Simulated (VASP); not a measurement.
InP (rocksalt type): relaxation of cell and atoms with PBE

InP (rocksalt type):

```xyz
2
Lattice="0.0000 2.6338 2.6338 2.6338 0.0000 2.6338 2.6338 2.6338 0.0000" Properties=species:S:1:pos:R:3 pbc="T T T"
In    0.0000    0.0000    0.0000
P     2.6338    2.6338    2.6338
```

```
Program                : VASP 6.6.1
Task                   : relaxation of cell and atoms
Functional             : PBE
Potentials or basis    : VASP PAW PBE potentials, release 64 (In_d, P)
Cutoff                 : 600 eV
k mesh                 : 14 × 14 × 14
Occupations            : fermi-dirac, width 0.05 eV
Spin                   : no spin polarisation
Target pressure        : 16 GPa
Dipole correction      : no
Further INCAR settings : ALGO = Normal; EDIFF = 1e-06; IBRION = 2; EDIFFG = -0.005; NSW = 32; ISIF = 3
```

The pressure after relaxing is 16.0 GPa. The band gap on the k mesh is zero (band 9 reaches 9.38 eV, above the bottom of band 10 at 6.70 eV).

Final structure:
```
In P
1.0
     0.00000    2.63383    2.63383
     2.63383    0.00000    2.63383
     2.63383    2.63383    0.00000
In P
1 1
Direct
  0.00000 0.00000 0.00000
  0.50000 0.50000 0.50000
```

Levels at points of the mesh, in eV from the Fermi level:
| k point | band 5 | band 6 | band 7 | band 8 | band 9 | band 10 | band 11 | band 12 | band 13 |
| --- | --- | --- | --- | --- | --- | --- | --- | --- | --- |
| (0.00, 0.00, 0.00) | -14.41 | -13.22 | -0.40 | -0.40 | -0.40 | 1.87 | 7.14 | 7.14 | 7.14 |
| (0.50, 0.00, 0.00) | -14.27 | -10.62 | -7.47 | 0.22 | 0.22 | 2.57 | 3.37 | 3.37 | 6.45 |
| (0.50, 0.50, 0.00) | -14.22 | -8.97 | -5.94 | -2.85 | -2.85 | -2.31 | 3.54 | 11.23 | 11.23 |

Wall time 52 s on 1 thread of Intel(R) Xeon(R) 6975P-C (Granite Rapids) (shared host), peak memory 0.21 GiB.

Caveat: the relaxation stopped at its first step, so nothing moved; the cell is relaxed towards a set pressure, so the enthalpy falls and the energy may rise; spin-orbit coupling is left out, which moves the levels of the heavy elements.
